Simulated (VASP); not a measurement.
# Au (Im-3m) in VASP: further runs

Au is run at these levels: PBEsol, LDA, RPBE+D3(BJ); tasks: single point.

Program: VASP 6.6.1. These are calculated values, not measurements. Logs are shortened: lines on timing, memory, paths and dates and some standing lists are left out, and cuts for length are marked.

**1. The cell of the first run**

The structure is cubic, space group Im-3m (No. 229). The conventional cell has a = 3.247 Å, b = 3.247 Å, c = 3.247 Å, α = 90.00°, β = 90.00°, γ = 90.00°. Au (site symmetry m-3m) has 14 Au at 2.81 to 3.25 Å within 3.7 Å.

**2. Single point, PBEsol (volume scaled by 0.94)**

The input, INCAR:

```
PREC     = Accurate       # precision mode
ENCUT    = 520            # plane-wave cutoff, eV
EDIFF    = 1E-6           # SCF threshold, eV
ISMEAR   = -1             # smearing method
SIGMA    = 0.05           # smearing width, eV
LREAL    = False          # projectors in reciprocal space
LASPH    = True           # aspherical terms in the spheres
NELM     = 60             # most SCF steps
ALGO     = Fast           # electronic algorithm
ISIF     = 2              # what is computed and relaxed
LWAVE    = False          # write WAVECAR
LCHARG   = False          # write CHGCAR
GGA      = PS             # functional
NBANDS   = 12             # bands
```

The input, KPOINTS:

```
regular mesh
0
Gamma
  11 11 11
```

The input, POSCAR:

```
Au
1.0
   -1.6234376908      1.6234376908      1.6234376908
    1.6234376908     -1.6234376908      1.6234376908
    1.6234376908      1.6234376908     -1.6234376908
Au
1
Direct
    0.0000000000      0.0000000000      0.0000000000
```

Potentials or basis: VASP PAW PBE potentials, release 64 (Au).

The run is started by

```console
> cat potpaw_PBE.64/Au/POTCAR > POTCAR
> mpirun -np 1 vasp_std > vasp.out
```

OUTCAR:

```text
PREC = Accurate
   ENCUT = 520
   EDIFF = 1E-6
   ISMEAR = -1
   LREAL = False
   LASPH = True
   NELM = 60
   ISIF = 2
   GGA = PS

 ion  position               nearest neighbor table
   1  0.000  0.000  0.000-

  LATTYP: Found a body centered cubic cell.
 ALAT       =     3.2468753816

  Lattice vectors:

 A1 = (  -1.6234376908,   1.6234376908,   1.6234376908)
 A2 = (   1.6234376908,  -1.6234376908,   1.6234376908)
 A3 = (   1.6234376908,   1.6234376908,  -1.6234376908)

Analysis of symmetry for initial positions (statically):
=====================================================================
 Subroutine PRICEL returns:
 Original cell was already a primitive cell.

 Routine SETGRP: Setting up the symmetry group for a
 body centered cubic supercell.

 Subroutine GETGRP returns: Found 48 space group operations
 (whereof 48 operations were pure point group operations)
 out of a pool of 48 trial point group operations.

The static configuration has the point symmetry O_h .

Analysis of symmetry for dynamics (positions and initial velocities):
=====================================================================
 Subroutine PRICEL returns:
 Original cell was already a primitive cell.

 Routine SETGRP: Setting up the symmetry group for a
 body centered cubic supercell.

 Subroutine GETGRP returns: Found 48 space group operations
 (whereof 48 operations were pure point group operations)
 out of a pool of 48 trial point group operations.

The dynamic configuration has the point symmetry O_h .

 Subroutine INISYM returns: Found 48 space group operations
 (whereof 48 operations are pure point group operations),
 and found     1 'primitive' translations

----------------------------------------------------------------------------------------

                                     Primitive cell

  volume of cell :      17.1146

  direct lattice vectors                    reciprocal lattice vectors
    -1.623437691  1.623437691  1.623437691     0.000000000  0.307988414  0.307988414
     1.623437691 -1.623437691  1.623437691     0.307988414  0.000000000  0.307988414
     1.623437691  1.623437691 -1.623437691     0.307988414  0.307988414  0.000000000

  length of vectors
     2.811876563  2.811876563  2.811876563     0.435561392  0.435561392  0.435561392

  position of ions in fractional coordinates (direct lattice)
     0.000000000  0.000000000  0.000000000

  ion indices of the primitive-cell ions
   primitive index   ion index
                 1           1

----------------------------------------------------------------------------------------

 KPOINTS: regular mesh

Automatic generation of k-mesh.
 Grid dimensions read from file:
 generate k-points for:   11   11   11

 Generating k-lattice:

  Cartesian coordinates                     Fractional coordinates (reciprocal lattice)
     0.000000000  0.027998947  0.027998947     0.090909091  0.000000000  0.000000000
     0.027998947  0.000000000  0.027998947     0.000000000  0.090909091  0.000000000
     0.027998947  0.027998947  0.000000000     0.000000000  0.000000000  0.090909091

  Length of vectors
     0.039596490  0.039596490  0.039596490

  Shift w.r.t. Gamma in fractional coordinates (k-lattice)
     0.000000000  0.000000000  0.000000000

 Subroutine IBZKPT returns following result:
 ===========================================

 Found     56 irreducible k-points:

 Following reciprocal coordinates:
            Coordinates               Weight
  0.000000  0.000000  0.000000      1.000000
  0.090909  0.000000  0.000000     12.000000
  0.181818  0.000000  0.000000     12.000000
  0.272727  0.000000  0.000000     12.000000
  0.363636  0.000000  0.000000     12.000000
  0.454545  0.000000  0.000000     12.000000
[... 16 lines left out ...]
  0.272727  0.181818  0.090909     48.000000
  0.363636  0.181818  0.090909     24.000000
 [... further k-points ...]
   k-points           NKPTS =     56   k-points in BZ     NKDIM =     56   number of bands    NBANDS=     12
   number of dos      NEDOS =    301   number of ions     NIONS =      1
   total plane-waves  NPLWV =  13824
   dimension x,y,z NGX =    24 NGY =   24 NGZ =   24
   dimension x,y,z NGXF=    48 NGYF=   48 NGZF=   48
   ions per type =               1
   NGX,Y,Z   is equivalent  to a cutoff of  14.19, 14.19, 14.19 a.u.
   NGXF,Y,Z  is equivalent  to a cutoff of  28.38, 28.38, 28.38 a.u.
 SYSTEM =  unknown system
   PREC   = accura    normal or accurate (medium, high low for compatibility)
   ISTART =      0    job   : 0-new  1-cont  2-samecut
   ICHARG =      2    charge: 1-file 2-atom 10-const
   ISPIN  =      1    spin polarized calculation?
   LNONCOLLINEAR =      F non collinear calculations
   LSORBIT =      F    spin-orbit coupling
   LASPH  =      T    aspherical Exc in radial PAW
   ENCUT  =  520.0 eV  38.22 Ry    6.18 a.u.   5.23  5.23  5.23*2*pi/ulx,y,z
   NELM   =     60;   NELMIN=  2; NELMDL= -5     # of ELM steps
   EDIFF  = 0.1E-05   stopping-criterion for ELM
   LREAL  =      F    real-space projection
[... 7 lines left out ...]
   TEBEG  =    0.0;   TEEND  =   0.0 temperature during run
   PSTRESS=    0.0 pullay stress
   NELECT =      11.0000    total number of electrons
   NUPDOWN=      -1.0000    fix difference up-down
   EMIN   =  10.00;   EMAX   =-10.00  energy-range for DOS
   EFERMI =   0.00;   METHOD = LEGACY
   ISMEAR =    -1;   SIGMA  =   0.05  broadening in eV -4-tet -1-fermi 0-gaus
   EFERMI_NEDOS =   21; number of points for ismear=-14 and -15
   IALGO  =     68    algorithm
   IMIX   =      4    mixing-type and parameters
     AMIX     =   0.40;   BMIX     =  1.00
     AMIX_MAG =   1.60;   BMIX_MAG =  1.00
  volume/ion in A,a.u.               =      17.11       115.50
  Fermi-wavevector in a.u.,A,eV,Ry     =   1.412809  2.669822 27.157625  1.996029
  Thomas-Fermi vector in A             =   2.534519
   LORBIT       =      0    0 simple, 1 ext, 2 COOP (PROOUT), +10 PAW based schemes
   GGA     = PS    functional components
   LHFCALC =     F    Hartree Fock is set to
   AEXX    =    0.0000 exact exchange contribution
   IVDW    =     0    specifies the selected vdW correction
   LEPSILON=     F    determine dielectric tensor
   LRPA    =     F    only Hartree local field effects (RPA)
 non-spin polarized calculation
 RMM-DIIS sequential band-by-band and
  energy-cutoff  :      520.00
  volume of cell :       17.11
 maximum number of plane-waves:       472
 NGX is ok and might be reduce to    24
   NGX = 11   NGY = 11   NGZ = 11

 number of electron      11.0000001 magnetization

 Free energy of the ion-electron system (eV)
  ---------------------------------------------------
  ext. energy  EPLUGINS =         0.00000000
  ---------------------------------------------------
  free energy    TOTEN  =        -3.89590529 eV

  energy without entropy =       -3.89040526  energy(sigma->0) =       -3.89315528

 E-fermi :   9.0548     XC(G=0): -12.8607

 val. band max:        9.0459686493   @ k =  -0.3636   0.3636   0.2727
 cond. band min:       9.0799863974   @ k =  -0.3636   0.4545   0.0909
 fundamental gap:      0.0340177481
 Fermi energy:         9.0548180961

 k-point     1 :       0.0000    0.0000    0.0000
  band No.  band energies     occupation
      1      -0.6568      2.00000
      2       4.3792      2.00000
      3       4.3792      2.00000
      4       4.3792      2.00000
      5       6.3165      2.00000
      6       6.3165      2.00000
      7      25.7054      0.00000
      8      25.7054      0.00000
      9      25.7054      0.00000
     10      33.4478      0.00000
     11      33.4478      0.00000
     12      33.4508      0.00000

 k-point     2 :       0.0909    0.0000    0.0000
  band No.  band energies     occupation
      1      -0.3551      2.00000
      2       4.2828      2.00000
      3       4.3858      2.00000
      4       4.5940      2.00000
      5       6.2053      2.00000
      6       6.3237      2.00000
      7      25.6229      0.00000
      8      25.7536      0.00000
      9      26.0944      0.00000
     10      30.9538      0.00000
     11      31.0628      0.00000
     12      32.3977      0.00000

 k-point     3 :       0.1818    0.0000    0.0000
  band No.  band energies     occupation
      1       0.4775      2.00000
      2       4.0335      2.00000
      3       4.4003      2.00000
      4       5.2067      2.00000
      5       6.0244      2.00000
      6       6.3504      2.00000
      7      23.9830      0.00000
      8      25.2167      0.00000
      9      27.1760      0.00000
     10      29.2009      0.00000
     11      29.9307      0.00000
     12      30.1089      0.00000

 k-point     4 :       0.2727    0.0000    0.0000
  band No.  band energies     occupation
      1       1.4886      2.00000
      2       3.7252      2.00000
      3       4.6666      2.00000
      4       6.0120      2.00000
      5       6.1113      2.00000
      6       6.4023      2.00000
      7      20.3564      0.00000
      8      23.7550      0.00000
      9      27.1168      0.00000
     10      28.6974      0.00000
     11      29.5278      0.00000
     12      31.3737      0.00000

 k-point     5 :       0.3636    0.0000    0.0000
  band No.  band energies     occupation
      1       1.9676      2.00000
      2       3.4578      2.00000
      3       5.7844      2.00000
      4       6.2990      2.00000
      5       6.4680      2.00000
      6       7.0873      2.00000
      7      16.5303      0.00000
      8      22.4031      0.00000
      9      24.6974      0.00000
     10      30.2322      0.00000
     11      30.2482      0.00000
     12      33.4098      0.00000
[... 228 lines left out ...]
      1      -0.0569      2.00000
      2       4.4096      2.00000
      3       4.4096      2.00000
      4       4.5913      2.00000
      5       5.9470      2.00000
      6       6.4512      2.00000
      7      25.3129      0.00000
      8      26.3835      0.00000
      9      26.3835      0.00000
     10      28.1572      0.00000
     11      31.6912      0.00000
     12      31.6912      0.00000

 k-point    22 :       0.1818    0.1818    0.0909
  band No.  band energies     occupation
      1       2.8534      2.00000
      2       3.6558      2.00000
      3       3.7989      2.00000
      4       6.2417      2.00000
      5       6.4571      2.00000
      6       8.6652      1.99918
      7      17.7080      0.00000
      8      20.3315      0.00000
      9      21.7885      0.00000
     10      29.4572      0.00000
     11      34.2388      0.00000
     12      35.3332      0.00000

 k-point    23 :       0.2727    0.1818    0.0909
  band No.  band energies     occupation
      1       2.9530      2.00000
      2       3.5137      2.00000
      3       4.6348      2.00000
      4       6.3312      2.00000
      5       6.5389      2.00000
      6      10.4330      0.00000
      7      14.8533      0.00000
      8      18.7698      0.00000
      9      21.0516      0.00000
     10      30.7023      0.00000
     11      33.4670      0.00000
     12      35.2158      0.00000

 k-point    24 :       0.3636    0.1818    0.0909
  band No.  band energies     occupation
      1       2.9090      2.00000
      2       3.4604      2.00000
      3       5.1272      2.00000
      4       6.3774      2.00000
      5       6.5773      2.00000
      6      12.3458      0.00000
      7      12.5004      0.00000
      8      18.1716      0.00000
      9      20.7875      0.00000
     10      31.3413      0.00000
     11      32.9615      0.00000
     12      35.2312      0.00000

 [... further k-points ...]
[... 5 lines left out ...]
  --------------------------------------------------------------------------------------
  -------------------------------------------------------------------------------------
  Total       -0.0497728     -0.0497728     -0.0497728      0.0000000     -0.0000000      0.0000000
  in kB       -4.6594647     -4.6594647     -4.6594647      0.0000000     -0.0000000      0.0000000
  external PRESSURE =      -4.6594647 kB  Pullay stress =       0.0000000 kB

 VOLUME and BASIS-vectors are now :
 -----------------------------------------------------------------------------
  energy-cutoff  :      520.00
  volume of cell :       17.11
      direct lattice vectors                 reciprocal lattice vectors
    -1.623437691  1.623437691  1.623437691     0.000000000  0.307988414  0.307988414
     1.623437691 -1.623437691  1.623437691     0.307988414  0.000000000  0.307988414
     1.623437691  1.623437691 -1.623437691     0.307988414  0.307988414  0.000000000

 POSITION                                       TOTAL-FORCE (eV/Angst)
 -----------------------------------------------------------------------------------
      0.00000      0.00000      0.00000         0.000000     -0.000000      0.000000
 -----------------------------------------------------------------------------------
    total drift:                                0.000000      0.000000     -0.000000

  FREE ENERGIE OF THE ION-ELECTRON SYSTEM (eV)
  ---------------------------------------------------
  free  energy   TOTEN  =        -3.8959052948 eV

  energy  without entropy=       -3.8904052552  energy(sigma->0) =       -3.89315528
```

Run time: 6.5 s. Hardware: 1 thread of Intel Xeon Platinum 8375C at 2.90GHz (Ice Lake), shared host; peak memory 0.14 GiB.

What came out:

```yaml
Free_energy: -3.8959 eV
Pressure: -0.5 GPa
```

Levels at points of the mesh, in eV from the Fermi level:
```csv
k point,band 3,band 4,band 5,band 6,band 7,band 8,band 9,band 10
"(0.00, 0.00, 0.00)",-4.68,-4.68,-2.74,-2.74,16.65,16.65,16.65,24.39
```

Caveat: the cell differs from its parent crystal (volume scaled by 0.94); the PAW data sets were made with another functional, which shifts forces and pressure a little; spin-orbit coupling is left out, which moves the levels of the heavy elements.

**3. Single point, LDA**

This run uses another cell than the first one, of 18.21 Å³/atom, 1.064 times its volume.

The input, INCAR:

```
PREC     = Accurate       # precision mode
ENCUT    = 520            # plane-wave cutoff, eV
EDIFF    = 1E-6           # SCF threshold, eV
ISMEAR   = 0              # smearing method
SIGMA    = 0.1            # smearing width, eV
LREAL    = F              # projectors in reciprocal space
LASPH    = T              # aspherical terms in the spheres
NELM     = 80             # most SCF steps
ALGO     = Fast           # electronic algorithm
ISIF     = 2              # what is computed and relaxed
LWAVE    = F              # write WAVECAR
LCHARG   = F              # write CHGCAR
GGA      = CA             # functional
NBANDS   = 12             # bands
```

The input, KPOINTS:

```
Automatic mesh
0
Gamma
  11 11 11
```

The input, POSCAR:

```
Au
1.0
   -1.6572690000      1.6572690000      1.6572690000
    1.6572690000     -1.6572690000      1.6572690000
    1.6572690000      1.6572690000     -1.6572690000
Au
1
Direct
    0.0000000000      0.0000000000      0.0000000000
```

Potentials or basis: VASP PAW LDA potentials, release 64 (Au).

The run is started by

```console
> cat potpaw_LDA.64/Au/POTCAR > POTCAR
> mpirun -np 1 vasp_std > vasp.out
```

OUTCAR:

```text
PREC = Accurate
   ENCUT = 520
   EDIFF = 1E-6
   ISMEAR = 0
   LREAL = F
   LASPH = T
   NELM = 80
   ISIF = 2
   GGA = CA

 ion  position               nearest neighbor table
   1  0.000  0.000  0.000-

  LATTYP: Found a body centered cubic cell.
 ALAT       =     3.3145380000

  Lattice vectors:

 A1 = (  -1.6572690000,   1.6572690000,   1.6572690000)
 A2 = (   1.6572690000,  -1.6572690000,   1.6572690000)
[... 539 lines left out ...]
     10      29.8792      0.00000
     11      31.4960      0.00000
     12      33.4664      0.00000

 [... further k-points ...]

------------------------ aborting loop because EDIFF is reached ----------------------------------------

  FORCE on cell =-STRESS in cart. coord.  units (eV):
  Direction    XX          YY          ZZ          XY          YZ          ZX
  --------------------------------------------------------------------------------------
  -------------------------------------------------------------------------------------
  Total       -1.4398555     -1.4398555     -1.4398555      0.0000000     -0.0000000      0.0000000
  in kB     -126.7040409   -126.7040409   -126.7040409      0.0000000     -0.0000000      0.0000000
  external PRESSURE =    -126.7040409 kB  Pullay stress =       0.0000000 kB

 VOLUME and BASIS-vectors are now :
 -----------------------------------------------------------------------------
  energy-cutoff  :      520.00
  volume of cell :       18.21
      direct lattice vectors                 reciprocal lattice vectors
    -1.657269000  1.657269000  1.657269000     0.000000000  0.301701172  0.301701172
     1.657269000 -1.657269000  1.657269000     0.301701172  0.000000000  0.301701172
     1.657269000  1.657269000 -1.657269000     0.301701172  0.301701172  0.000000000

 POSITION                                       TOTAL-FORCE (eV/Angst)
 -----------------------------------------------------------------------------------
      0.00000      0.00000      0.00000         0.000000      0.000000      0.000000
 -----------------------------------------------------------------------------------
    total drift:                               -0.000000      0.000000     -0.000000

  FREE ENERGIE OF THE ION-ELECTRON SYSTEM (eV)
  ---------------------------------------------------
  free  energy   TOTEN  =        -4.3499978614 eV

  energy  without entropy=       -4.3453481886  energy(sigma->0) =       -4.34767303
```

OSZICAR:

```text
N       E                     dE             d eps       ncg     rms          rms(c)
DAV:   1     0.488882089816E+02    0.48888E+02   -0.56038E+03  1392   0.818E+02
DAV:   2    -0.397597249186E+01   -0.52864E+02   -0.49704E+02  1604   0.184E+02
DAV:   3    -0.468143341585E+01   -0.70546E+00   -0.70482E+00  1576   0.207E+01
DAV:   4    -0.468387549609E+01   -0.24421E-02   -0.24420E-02  1536   0.140E+00
DAV:   5    -0.468389407187E+01   -0.18576E-04   -0.18575E-04  1580   0.117E-01    0.765E+00
RMM:   6    -0.436843437748E+01    0.31546E+00   -0.40238E-01  1346   0.512E+00    0.496E+00
RMM:   7    -0.435307989124E+01    0.15354E-01   -0.24980E-02  1426   0.146E+00    0.272E+00
RMM:   8    -0.435004081514E+01    0.30391E-02   -0.28340E-03  1479   0.493E-01    0.343E-01
RMM:   9    -0.434999787550E+01    0.42940E-04   -0.43835E-04  1540   0.172E-01    0.889E-02
RMM:  10    -0.434999961094E+01   -0.17354E-05   -0.62395E-05  1537   0.604E-02    0.573E-02
RMM:  11    -0.434999781810E+01    0.17928E-05   -0.98027E-06  1463   0.230E-02    0.990E-03
RMM:  12    -0.434999786145E+01   -0.43343E-07   -0.15517E-06  1132   0.848E-03
   1 F= -.43499979E+01 E0= -.43476730E+01  d E =-.464967E-02
```

stdout:

```text
POSCAR found type information on POSCAR Au
 POSCAR found :  1 types and       1 ions
 scaLAPACK will be used
 LDA part: xc-table for (Slater(with rela. corr.)+CA(PZ))
 , standard interpolation
 POSCAR, INCAR and KPOINTS ok, starting setup
 FFT: planning ... GRIDC
 FFT: planning ... GRID_SOFT
 FFT: planning ... GRID
 WAVECAR not read
 entering main loop
```

It took 5.8 s on 1 thread of Intel Xeon Platinum 8375C at 2.90GHz (Ice Lake), shared host; peak memory 0.13 GiB.

What came out:

* Free energy: -4.3500 eV
* Pressure: -12.7 GPa

Caveat: spin-orbit coupling is left out, which moves the levels of the heavy elements.

(Continued in part 2 of 2.)
